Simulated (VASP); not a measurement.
**NaCl: single point with PBEsol**

NaCl:

```
CELL_PARAMETERS angstrom
0.00000 2.80117 2.80117
2.80117 0.00000 2.80117
2.80117 2.80117 0.00000
ATOMIC_POSITIONS crystal
Cl 0.50000 0.50000 0.50000
Na 0.00000 0.00000 0.00000
```

| Item | Value |
| --- | --- |
| Program | VASP 6.6.1 |
| Task | single point |
| Functional | PBEsol |
| Potentials or basis | VASP PAW PBE potentials, release 64 (Cl, Na_pv) |
| Cutoff | 520 eV |
| k mesh | 8 × 8 × 8 |
| Occupations | fermi-dirac, width 0.05 eV |
| Spin | no spin polarisation |
| Dipole correction | no |
| Further INCAR settings | ALGO = Normal; EDIFF = 1e-06; NBANDS = 14 |

```json
{
 "Pressure": "0.0 GPa",
 "Band gap on the k mesh": "5.01 eV"
}
```

Levels at points of the mesh, in eV from the valence-band top:
| k point | band 3 | band 4 | band 5 | band 6 | band 7 | band 8 | band 9 | band 10 | band 11 | band 12 |
| --- | --- | --- | --- | --- | --- | --- | --- | --- | --- | --- |
| (0.00, 0.00, 0.00) | -20.61 | -12.69 | 0.00 | 0.00 | 0.00 | 5.01 | 11.02 | 11.02 | 11.02 | 13.26 |
| (0.50, 0.00, 0.00) | -20.62 | -12.32 | -2.03 | -0.28 | -0.28 | 7.11 | 10.66 | 10.91 | 10.91 | 14.96 |
| (0.50, 0.50, 0.00) | -20.62 | -12.27 | -1.76 | -0.63 | -0.63 | 7.49 | 7.87 | 11.27 | 14.79 | 14.79 |

Run time: 26 s on 1 thread of Intel Xeon 8259CL, on a shared host, peak memory 0.16 GiB.

Caveat: the PAW data sets were made with another functional, which shifts forces and pressure a little.
